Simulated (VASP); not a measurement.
A run of VASP 6.6.1:

File INCAR:

```
  PREC = Accurate
  ENCUT = 520
  EDIFF = 1E-8
  ISMEAR = -1
  SIGMA = 0.08
  LREAL = False
  LASPH = True
  NELM = 100
  ALGO = Normal
  ISIF = 2
  LWAVE = False
  LCHARG = False
  GGA = PE
  LEFG = True
  NBANDS = 16
```

The input KPOINTS:

```
regular mesh
0
Gamma
  12 12 12
```

POSCAR

```
InP
1.0
    0.0000000000      2.9798790814      2.9798790814
    2.9798790814      0.0000000000      2.9798790814
    2.9798790814      2.9798790814      0.0000000000
In P
1 1
Direct
    0.0000000000      0.0000000000      0.0000000000
    0.2500000000      0.2500000000      0.2500000000
```

Potentials or basis: VASP PAW PBE potentials, release 64 (In_d, P).

Run with:

```bash
$ cat potpaw_PBE.64/In_d/POTCAR potpaw_PBE.64/P/POTCAR > POTCAR
$ mpirun -np 1 vasp_std > vasp.out
```

Hardware: 1 thread of Intel(R) Xeon(R) 6975P-C (Granite Rapids) (shared host).

Q: Estimate the wall time of this run.

A: Wall time 32 s on 1 thread of Intel(R) Xeon(R) 6975P-C (Granite Rapids), with other jobs on the host, peak memory 0.2 GiB. Counts: scf iterations 16, k points 72.
